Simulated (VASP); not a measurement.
## C: single point with PBE

Crystal: C.

```xyz
2
Lattice="2.1273 -1.2283 0.0000 2.1273 1.2283 0.0000 -1.3791 0.0000 3.5028" Properties=species:S:1:pos:R:3 pbc="T T T"
C    -0.6644    0.0420    3.5101
C     3.5618    0.0039    0.0229
```

This cell differs from its parent crystal: atoms moved at random.

```json
{
 "Program": "VASP 6.6.1",
 "Task": "single point",
 "Functional": "PBE",
 "Potentials or basis": "VASP PAW PBE potentials, release 64 (C)",
 "Cutoff": "520 eV",
 "k mesh": "13 × 13 × 8",
 "Occupations": "fermi-dirac, width 0.05 eV",
 "Spin": "no spin polarisation"
}
```

- Pressure: 4.9 GPa
- Largest force: 2.146 eV/Å
- Band gap on the k mesh: 0.50 eV, direct

Forces on the atoms (eV/Å):
```
C    0.519 -2.068  0.249
C   -0.519  2.068 -0.249
```

Stress tensor (GPa, compression positive):
```
 7.52  4.27 -0.10
 4.27  5.09  0.30
-0.10  0.30  2.05
```

Levels at points of the mesh, in eV from the valence-band top:
| k point | band 2 | band 3 | band 4 | band 5 | band 6 | band 7 |
| --- | --- | --- | --- | --- | --- | --- |
| (0.00, 0.00, 0.00) | -6.63 | -3.38 | -2.17 | 4.13 | 7.85 | 9.43 |
| (0.00, 0.00, 0.50) | -8.20 | -3.39 | -2.18 | 7.82 | 9.39 | 9.76 |

Wall time 40 s on 1 thread of Intel(R) Xeon(R) 6975P-C (Granite Rapids), with other jobs on the host, peak memory 0.21 GiB.

Caveat: the cell differs from its parent crystal (atoms moved at random); forces of over 1 eV/Å act on the atoms, so gaps and moduli don't describe the material at rest. A k mesh can miss the band edges.
